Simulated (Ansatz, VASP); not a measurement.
# Sc3AlP in VASP and in Ansatz

```
Sc Al P
1.0
     3.52832   -3.54689    0.00000
     3.52832    3.54689    0.00000
     0.00000    0.00000    5.00335
Sc Al P
3 1 1
Cartesian
  1.7642 1.7734 2.5017
  1.7642 -1.7734 2.5017
  0.0000 0.0000 0.0000
  0.0000 0.0000 2.5017
  3.5283 0.0000 0.0000
```

Alike in both runs: functional PBE; k mesh 4 × 4 × 4; occupations gaussian, width 0.1 eV; no spin polarisation.

Ansatz relaxed the structure, and its values are those at the end. VASP's run is a single point on that final structure, the one shown.

|  | VASP | Ansatz |
| --- | --- | --- |
| version | VASP 6.6.1 | Ansatz 0.2.0 |
| potentials or method | VASP PAW PBE potentials, release 64 (Sc_sv, Al, P), cutoff 520 eV | scalar-relativistic, plane waves, PAW |
| valence electrons in the cell | 41 | 41 |

Ansatz gave:

```
gap on the k mesh at the Fermi level (eV) : none
pressure (GPa)                            : 0.0
```

Task: What did VASP give for the same quantities?

Result: gap on the k mesh at the Fermi level (eV): none; pressure (GPa): 0.1.

A gap of «none» marks a metal or a gap that the smearing closes.
